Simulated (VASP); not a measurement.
Set up this calculation in VASP 6.6.1, as the native input.

```
Task                   : single point
Functional             : LDA
Potentials or basis    : VASP PAW LDA potentials, release 64 (Ba_sv)
Cutoff                 : 520 eV
k mesh                 : 10 × 10 × 3
Occupations            : fermi-dirac, width 0.1 eV
Spin                   : no spin polarisation
Dipole correction      : no
Further INCAR settings : ALGO = Normal; EDIFF = 1e-07; NBANDS = 28
```

The structure of Ba lies in POSCAR:

```
Ba
1.0
    4.3520623537      0.0000000000      0.0000000000
   -2.1760311768      3.7689965571      0.0000000000
    0.0000000000      0.0000000000     14.1701631873
Ba
4
Direct
    1.0000000000      1.0000000000      0.0000000000
    1.0000000000      0.0000000000      0.5000000000
    0.3333333333      0.6666666667      0.2500000000
    0.6666666667      0.3333333333      0.7500000000
```

This isn't the form of Ba at room conditions, which is bcc.

One way to write it, as run:

INCAR

```
SYSTEM = Ba
ALGO = Normal
EDIFF = 1E-7
ENCUT = 520
ISIF = 2
ISMEAR = -1
LASPH = .True.
LCHARG = .True.
LELF = .True.
LREAL = .False.
LVHAR = .True.
LWAVE = .False.
NBANDS = 28
NELM = 100
PREC = Accurate
SIGMA = 0.1
```

KPOINTS

```
k-points
0
Gamma
  10 10 3
  0 0 0
```

Potentials or basis: VASP PAW LDA potentials, release 64 (Ba_sv).

Run with:

```sh
$ cat potpaw_LDA.64/Ba_sv/POTCAR > POTCAR
$ mpirun -np 1 vasp_std > vasp.out
```

It gave:

```json
{
 "Pressure": "-0.6 GPa",
 "Band gap on the k mesh": "zero (bands 20 and 21 overlap by 0.19 eV)"
}
```

Caveat: spin-orbit coupling is left out, which moves the levels of the heavy elements.

Wall time 81 s on 1 thread of Intel(R) Xeon(R) 6975P-C (Granite Rapids), on a shared host, peak memory 0.33 GiB.
